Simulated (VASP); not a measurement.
SrO, 2 atoms in the cell. Symmetry: R3m, No. 160, trigonal system. The conventional cell has a = 4.161 Å, b = 4.161 Å, c = 9.135 Å, α = 90.00°, β = 90.00°, γ = 120.00°. Sr (site symmetry 3m) has 4 O at 2.41 to 2.49 Å within 3.2 Å. Within 3.2 Å of O (site symmetry 3m) lie 4 Sr at 2.41 to 2.49 Å.  This cell differs from its parent crystal: epitaxial 111 strain +5.4%.

- Program: VASP 6.6.1
- Task: single point
- Functional: r2SCAN
- Potentials or basis: VASP PAW PBE potentials, release 64 (Sr_sv, O)
- Cutoff: 520 eV
- k mesh: 8 × 8 × 8
- Occupations: gaussian, width 0.01 eV
- Spin: no spin polarisation
- Dipole correction: no
- Further INCAR settings: ALGO = Normal; EDIFF = 1e-07; NBANDS = 15

Potentials or basis: VASP PAW PBE potentials, release 64 (Sr_sv, O).

The run is started by

```sh
$ cat potpaw_PBE.64/Sr_sv/POTCAR potpaw_PBE.64/O/POTCAR > POTCAR
$ cp INCAR.step1 INCAR
$ mpirun -np 1 vasp_std > vasp.out
$ cp INCAR.step2 INCAR
$ mpirun -np 1 vasp_std > vasp.out
```

Hardware: 1 thread of Intel Xeon 6975P-C (shared host).

Task: How long does it take, and how much memory?

Result: Run time: 2.5 min on 1 thread of Intel Xeon 6975P-C, with other jobs on the host, peak memory 0.2 GiB. Counts: k points 65.
